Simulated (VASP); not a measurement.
# Be3TeSe2 (P-6m2) in VASP: further runs

Be3TeSe2 is run at these levels: PBE; tasks: relaxation of cell and atoms.

Program: VASP 6.6.1. These are calculated values, not measurements. Logs are shortened: lines on timing, memory, paths and dates and some standing lists are left out, and cuts for length are marked.

### 1 The cell of the first run

It takes space group P-6m2 (No. 187, hexagonal). Conventional cell: a = 4.107 Å, b = 4.107 Å, c = 8.973 Å, α = 90.00°, β = 90.00°, γ = 120.00°. Be (site symmetry 3m) has 1 Be at 1.52 Å within 2.0 Å. Within 2.0 Å of Be (site symmetry -6m2) lie 2 Be at 1.52 Å. Within 2.6 Å of Te (site symmetry -6m2) lie 2 Se at 1.98 Å and 3 Be at 2.37 Å. Se (site symmetry 3m) has 1 Te at 1.98 Å and 3 Be at 2.41 Å within 2.6 Å.

The cell was generated, and may not be a known phase.

### 2 Relaxation of cell and atoms, PBE

File INCAR:

```
PREC = Accurate
ENCUT = 600
EDIFF = 1E-7
ISMEAR = 0
SIGMA = 0.15
LREAL = F
LASPH = T
NELM = 120
ALGO = Normal
ISIF = 3
LWAVE = F
LCHARG = F
GGA = PE
IBRION = 2
NSW = 36
EDIFFG = -0.08
GGA_COMPAT = F
NELMIN = 4
```

File KPOINTS:

```
Automatic mesh
0
Gamma
  3 3 2
```

File POSCAR:

```
Be3TeSe2
1.0
    4.1068170900      0.0000000000      0.0000000000
   -2.0534085500      3.5566079300      0.0000000000
    0.0000000000      0.0000000000      8.9734965100
Be Te Se
3 1 2
Direct
    0.6666666700      0.3333333300      0.3302615700
    0.6666666700      0.3333333300      0.6697384300
    0.6666666700      0.3333333300      0.5000000000
    0.0000000000      0.0000000000      0.5000000000
    0.0000000000      0.0000000000      0.2792672500
    0.0000000000      0.0000000000      0.7207327500
```

Potentials or basis: VASP PAW PBE potentials, release 64 (Be, Te, Se).

Launch:

```sh
$ cat potpaw_PBE.64/Be/POTCAR potpaw_PBE.64/Te/POTCAR potpaw_PBE.64/Se/POTCAR > POTCAR
$ mpirun -np 1 vasp_std > vasp.out
```

OUTCAR:

```text
PREC = Accurate
   ENCUT = 600
   EDIFF = 1E-7
   ISMEAR = 0
   LREAL = F
   LASPH = T
   NELM = 120
   ISIF = 3
   GGA = PE
   IBRION = 2
   NSW = 36
   EDIFFG = -0.08
   NELMIN = 4

 ion  position               nearest neighbor table
   1  0.667  0.333  0.330-   3 1.52   5 2.41   5 2.41   5 2.41   4 2.82   4 2.82   4 2.82
   2  0.667  0.333  0.670-   3 1.52   6 2.41   6 2.41   6 2.41   4 2.82   4 2.82   4 2.82
   3  0.667  0.333  0.500-   1 1.52   2 1.52   4 2.37   4 2.37   4 2.37
   4  0.000  0.000  0.500-   5 1.98   6 1.98   3 2.37   3 2.37   3 2.37   1 2.82   2 2.82   2 2.82
                             1 2.82   2 2.82   1 2.82
   5  0.000  0.000  0.279-   4 1.98   1 2.41   1 2.41   1 2.41
   6  0.000  0.000  0.721-   4 1.98   2 2.41   2 2.41   2 2.41

  LATTYP: Found a hexagonal cell.
 ALAT       =     4.1068170900
 C/A-ratio  =     2.1850246342

  Lattice vectors:

 A1 = (   4.1068170900,   0.0000000000,   0.0000000000)
 A2 = (  -2.0534085500,   3.5566079300,   0.0000000000)
 A3 = (   0.0000000000,   0.0000000000,   8.9734965100)

Analysis of symmetry for initial positions (statically):
=====================================================================
 Subroutine PRICEL returns:
 Original cell was already a primitive cell.

 Routine SETGRP: Setting up the symmetry group for a
 hexagonal supercell.

 Subroutine GETGRP returns: Found 12 space group operations
 (whereof 12 operations were pure point group operations)
 out of a pool of 24 trial point group operations.

The static configuration has the point symmetry D_3h.

Analysis of symmetry for dynamics (positions and initial velocities):
=====================================================================
 Subroutine PRICEL returns:
 Original cell was already a primitive cell.

 Routine SETGRP: Setting up the symmetry group for a
 hexagonal supercell.

 Subroutine GETGRP returns: Found 12 space group operations
 (whereof 12 operations were pure point group operations)
 out of a pool of 24 trial point group operations.

The dynamic configuration has the point symmetry D_3h.

 Subroutine INISYM returns: Found 12 space group operations
 (whereof 12 operations are pure point group operations),
 and found     1 'primitive' translations

----------------------------------------------------------------------------------------

                                     Primitive cell

  volume of cell :     131.0699

  direct lattice vectors                    reciprocal lattice vectors
     4.106817090  0.000000000  0.000000000     0.243497574  0.140583390  0.000000000
    -2.053408550  3.556607930  0.000000000     0.000000000  0.281166780  0.000000000
     0.000000000  0.000000000  8.973496510     0.000000000  0.000000000  0.111439281

  length of vectors
     4.106817090  4.106817094  8.973496510     0.281166780  0.281166780  0.111439281

  position of ions in fractional coordinates (direct lattice)
     0.666666670  0.333333330  0.330261570
     0.666666670  0.333333330  0.669738430
     0.666666670  0.333333330  0.500000000
     0.000000000  0.000000000  0.500000000
     0.000000000  0.000000000  0.279267250
     0.000000000  0.000000000  0.720732750

  ion indices of the primitive-cell ions
   primitive index   ion index
                 1           1
                 2           2
                 3           3
                 4           4
                 5           5
                 6           6

----------------------------------------------------------------------------------------

 KPOINTS: Automatic mesh

Automatic generation of k-mesh.
 Grid dimensions read from file:
 generate k-points for:    3    3    2

 Generating k-lattice:

  Cartesian coordinates                     Fractional coordinates (reciprocal lattice)
     0.081165858  0.046861130  0.000000000     0.333333333  0.000000000  0.000000000
     0.000000000  0.093722260  0.000000000     0.000000000  0.333333333  0.000000000
     0.000000000  0.000000000  0.055719641     0.000000000  0.000000000  0.500000000

  Length of vectors
     0.093722260  0.093722260  0.055719641

  Shift w.r.t. Gamma in fractional coordinates (k-lattice)
     0.000000000  0.000000000  0.000000000

 Subroutine IBZKPT returns following result:
 ===========================================

 Found      6 irreducible k-points:

 Following reciprocal coordinates:
            Coordinates               Weight
  0.000000  0.000000  0.000000      1.000000
  0.333333 -0.000000  0.000000      6.000000
  0.333333  0.333333  0.000000      2.000000
  0.000000  0.000000  0.500000      1.000000
  0.333333 -0.000000  0.500000      6.000000
  0.333333  0.333333  0.500000      2.000000
   k-points           NKPTS =      6   k-points in BZ     NKDIM =      6   number of bands    NBANDS=     16
   number of dos      NEDOS =    301   number of ions     NIONS =      6
   total plane-waves  NPLWV =  93312
   dimension x,y,z NGX =    36 NGY =   36 NGZ =   72
   dimension x,y,z NGXF=    72 NGYF=   72 NGZF=  144
   ions per type =               3   1   2
   NGX,Y,Z   is equivalent  to a cutoff of  14.57, 14.57, 13.34 a.u.
   NGXF,Y,Z  is equivalent  to a cutoff of  29.15, 29.15, 26.68 a.u.
 SYSTEM =  unknown system
   PREC   = accura    normal or accurate (medium, high low for compatibility)
   ISTART =      0    job   : 0-new  1-cont  2-samecut
   ICHARG =      2    charge: 1-file 2-atom 10-const
   ISPIN  =      1    spin polarized calculation?
   LNONCOLLINEAR =      F non collinear calculations
   LSORBIT =      F    spin-orbit coupling
   LASPH  =      T    aspherical Exc in radial PAW
   ENCUT  =  600.0 eV  44.10 Ry    6.64 a.u.   8.20  8.20 17.92*2*pi/ulx,y,z
   NELM   =    120;   NELMIN=  4; NELMDL= -5     # of ELM steps
   EDIFF  = 0.1E-06   stopping-criterion for ELM
   LREAL  =      F    real-space projection
   EDIFFG = -.8E-01   stopping-criterion for IOM
   NSW    =     36    number of steps for IOM
   IBRION =      2    ionic relax: 0-MD 1-quasi-New 2-CG
   NFREE  =      1    steps in history (QN), initial steepest desc. (CG)
   ISIF   =      3    stress and relaxation
   ISYM   =      2    0-nonsym 1-usesym 2-fastsym
   POTIM  = 0.5000    time-step for ionic-motion
   TEBEG  =    0.0;   TEEND  =   0.0 temperature during run
   PSTRESS=    0.0 pullay stress
   NELECT =      24.0000    total number of electrons
   NUPDOWN=      -1.0000    fix difference up-down
   EMIN   =  10.00;   EMAX   =-10.00  energy-range for DOS
   EFERMI =   0.00;   METHOD = LEGACY
   ISMEAR =     0;   SIGMA  =   0.15  broadening in eV -4-tet -1-fermi 0-gaus
   EFERMI_NEDOS =   21; number of points for ismear=-14 and -15
   IALGO  =     38    algorithm
   IMIX   =      4    mixing-type and parameters
     AMIX     =   0.40;   BMIX     =  1.00
     AMIX_MAG =   1.60;   BMIX_MAG =  1.00
  volume/ion in A,a.u.               =      21.84       147.42
  Fermi-wavevector in a.u.,A,eV,Ry     =   0.929632  1.756749 11.758359  0.864215
  Thomas-Fermi vector in A             =   2.055935
   LORBIT       =      0    0 simple, 1 ext, 2 COOP (PROOUT), +10 PAW based schemes
   GGA     = PE    functional components
   LHFCALC =     F    Hartree Fock is set to
   AEXX    =    0.0000 exact exchange contribution
   IVDW    =     0    specifies the selected vdW correction
   LEPSILON=     F    determine dielectric tensor
   LRPA    =     F    only Hartree local field effects (RPA)
 conjugate gradient relaxation of ions
 non-spin polarized calculation
 Gauss-broadening in eV      SIGMA  =   0.15
  energy-cutoff  :      600.00
  volume of cell :      131.07
 maximum number of plane-waves:      4392
 NGX is ok and might be reduce to    36
   NGX = 17   NGY = 17   NGZ = 35

--------------------------------------- Ionic step        1  -------------------------------------------

 number of electron      24.0000000 magnetization

 Free energy of the ion-electron system (eV)
  ---------------------------------------------------
  ext. energy  EPLUGINS =         0.00000000
  ---------------------------------------------------
  free energy    TOTEN  =        -3.69427199 eV

  energy without entropy =       -3.68668529  energy(sigma->0) =       -3.69047864

------------------------ aborting loop because EDIFF is reached ----------------------------------------

  FORCE on cell =-STRESS in cart. coord.  units (eV):
  Direction    XX          YY          ZZ          XY          YZ          ZX
  --------------------------------------------------------------------------------------
  -------------------------------------------------------------------------------------
  Total        0.2719738      0.2719738    114.7421866     -0.0000000     -0.0000000      0.0000000
  in kB        3.3245634      3.3245634   1402.5897247     -0.0000000     -0.0000000      0.0000000
  external PRESSURE =     469.7462839 kB  Pullay stress =       0.0000000 kB
[... 101 lines left out ...]
  FREE ENERGIE OF THE ION-ELECTRON SYSTEM (eV)
  ---------------------------------------------------
  free  energy   TOTEN  =       -13.6614348495 eV

  energy  without entropy=      -13.5763227997  energy(sigma->0) =      -13.61887882

 E-fermi :  -0.1905     XC(G=0):  -5.8360

 val. band max:       -0.7917252504   @ k =   0.3333   0.3333   0.0000
 cond. band min:       0.3873806946   @ k =   0.0000   0.0000   0.0000
 fundamental gap:      1.1791059450
 Fermi energy:        -0.1904998892

 k-point     1 :       0.0000    0.0000    0.0000
  band No.  band energies     occupation
      1     -12.8751      2.00000
      2     -12.8737      2.00000
      3     -11.4536      2.00000
      4      -3.1493      2.00000
      5      -2.8972      2.00000
      6      -2.2070      2.00000
[... 8 lines left out ...]
     15       1.8145      0.00000
     16       2.2922      0.00000
[... 78 lines left out ...]
  band No.  band energies     occupation
      1     -12.4635      2.00000
      2     -12.4628      2.00000
      3     -10.6559      2.00000
      4      -4.7388      2.00000
      5      -4.5252      2.00000
      6      -4.4985      2.00000
[... 8 lines left out ...]
     15       2.0940      0.00000
     16       4.2500      0.00000

[... ionic steps 4 to 27 ...]

--------------------------------------- Ionic step       28  -------------------------------------------

 number of electron      24.0000015 magnetization

------------------------ aborting loop because EDIFF is reached ----------------------------------------

  FORCE on cell =-STRESS in cart. coord.  units (eV):
  Direction    XX          YY          ZZ          XY          YZ          ZX
  --------------------------------------------------------------------------------------
  -------------------------------------------------------------------------------------
  Total        0.0209353      0.0209353      0.4780505     -0.0000000      0.0000000     -0.0000000
  in kB        0.1647503      0.1647503      3.7620147     -0.0000000      0.0000000     -0.0000000
  external PRESSURE =       1.3638384 kB  Pullay stress =       0.0000000 kB
[... 65 lines left out ...]
  energy  without entropy=      -23.1265546480  energy(sigma->0) =      -23.12655465

--------------------------------------- Ionic step       30  -------------------------------------------

 number of electron      24.0000002 magnetization

 Free energy of the ion-electron system (eV)
  ---------------------------------------------------
  ext. energy  EPLUGINS =         0.00000000
  ---------------------------------------------------
  free energy    TOTEN  =       -23.14629545 eV

  energy without entropy =      -23.14629545  energy(sigma->0) =      -23.14629545

 E-fermi :   0.3171     XC(G=0):  -6.2630

 val. band max:       -0.3710883889   @ k =   0.3333   0.3333   0.0000
 cond. band min:       2.1280552038   @ k =   0.3333   0.3333   0.5000
 fundamental gap:      2.4991435927
 Fermi energy:         0.3170515246

 k-point     1 :       0.0000    0.0000    0.0000
  band No.  band energies     occupation
      1     -13.0618      2.00000
      2     -13.0610      2.00000
      3     -11.8721      2.00000
      4      -3.1915      2.00000
      5      -2.6940      2.00000
      6      -2.2973      2.00000
[... 8 lines left out ...]
     15       4.4001      0.00000
     16       4.5790      0.00000
[... 126 lines left out ...]
  FREE ENERGIE OF THE ION-ELECTRON SYSTEM (eV)
  ---------------------------------------------------
  free  energy   TOTEN  =       -23.1462954543 eV

  energy  without entropy=      -23.1462954543  energy(sigma->0) =      -23.14629545

 reached required accuracy - stopping structural energy minimisation
```

It took 7 min on 1 thread of Intel Xeon 6975P-C (Granite Rapids), shared host; peak memory 0.32 GiB.

Results:

```
Free energy                           : -23.1463 eV
Relaxed cell                          : a = 3.817 Å, b = 3.817 Å, c = 16.529 Å, α = 90.00°, β = 90.00°, γ = 120.00°
Space group after relaxing (to 0.1 Å) : P-6m2 (No. 187)
Energy gained by relaxing             : 3242.0 meV/atom
Ionic steps                           : 30
Pressure after relaxing               : -0.1 GPa
Largest force after relaxing          : 0.064 eV/Å
Band gap on the k mesh                : 2.50 eV
```

Forces in eV/Å, atoms in the order of the input:
```
Be   0.000  0.000 -0.064
Be   0.000  0.000  0.064
Be   0.000  0.000  0.000
Te   0.000  0.000  0.000
Se   0.000  0.000  0.000
Se   0.000  0.000  0.000
```

Stress tensor (GPa, compression positive):
```
-0.16  0.00  0.00
 0.00 -0.16  0.00
 0.00  0.00  0.12
```

The path:
| step | energy change (eV) | largest force (eV/Å) | pressure (GPa) | volume (Å³) |
| --- | --- | --- | --- | --- |
| 1 | 0.0000 | 22.3706 | 46.97 | 131.07 |
| 2 | -9.1152 | 2.2896 | -5.70 | 253.10 |
| 3 | -9.9672 | 2.6883 | -6.28 | 242.71 |
| 4 | -10.9195 | 2.9340 | -6.79 | 232.25 |
| 5 | -15.0221 | 2.2612 | -7.62 | 181.57 |
| 6 | -16.2065 | 2.0468 | -4.02 | 156.30 |
| 7 | -16.2046 | 1.9944 | -4.35 | 157.20 |
| 8 | -17.0740 | 1.3024 | -2.11 | 145.12 |
| 9 | -17.3479 | 0.7772 | 2.30 | 135.91 |
| 10 | -17.3479 | 0.7479 | 2.63 | 135.37 |
| 11 | -17.4956 | 0.5674 | 1.42 | 140.38 |
| 12 | -17.8318 | 0.6169 | -0.54 | 154.72 |
| 13 | -18.4501 | 0.5676 | -2.94 | 185.52 |
| 14 | -17.0190 | 1.3192 | -6.42 | 256.09 |
| 15 | -18.5506 | 0.4420 | -4.17 | 199.74 |
| 16 | -18.5874 | 0.4380 | -4.18 | 201.14 |
| 17 | -18.6773 | 0.4440 | -4.21 | 205.32 |
| 18 | -18.7713 | 0.5259 | -4.19 | 213.61 |
| 19 | -18.7792 | 0.5901 | -4.18 | 217.21 |
| 20 | -18.8913 | 0.5725 | -3.78 | 214.39 |
| 21 | -19.1588 | 0.5152 | -2.39 | 206.04 |
| 22 | -19.3156 | 0.3831 | 1.52 | 189.89 |
| 23 | -19.3309 | 0.4169 | 0.42 | 193.74 |
| 24 | -19.3310 | 0.4129 | 0.54 | 193.28 |
| 25 | -19.3387 | 0.3978 | 0.52 | 193.75 |
| 26 | -19.3600 | 0.3537 | 0.47 | 195.15 |
| 27 | -19.3955 | 0.2709 | 0.36 | 197.96 |
| 28 | -19.4399 | 0.1245 | 0.14 | 203.59 |
| 29 | -19.4323 | 0.1900 | -0.33 | 214.95 |
| 30 | -19.4520 | 0.0639 | -0.06 | 208.58 |

Final structure:
```
CELL_PARAMETERS angstrom
3.81726 0.00000 0.00000
-1.90863 3.30585 0.00000
0.00000 0.00000 16.52883
ATOMIC_POSITIONS crystal
Be 0.66667 0.33333 0.22894
Be 0.66667 0.33333 0.77106
Be 0.66667 0.33333 0.50000
Te 0.00000 0.00000 0.50000
Se 0.00000 0.00000 0.22692
Se 0.00000 0.00000 0.77308
```

Levels at points of the mesh, in eV from the valence-band top:
```tsv
k point	band 9	band 10	band 11	band 12	band 13	band 14	band 15	band 16
(0.00, 0.00, 0.00)	-1.26	-1.26	-0.41	-0.41	2.89	3.18	4.77	4.95
(0.00, 0.00, 0.50)	-1.26	-1.26	-0.41	-0.41	3.00	3.08	4.84	4.88
```

Caveat: the k points lie up to 0.63 Å⁻¹ apart in the final cell; the volume moved by over 15 % at a fixed basis, so the end points are rough; spin-orbit coupling is left out, which moves the levels of the heavy elements; the relaxation stopped at a loose force limit of 0.08 eV/Å, so its end isn't a converged minimum. A k mesh can miss the band edges.

(Continued in part 2 of 2.)

The gap in the log of VASP goes by the Fermi energy; the results here count the filled bands.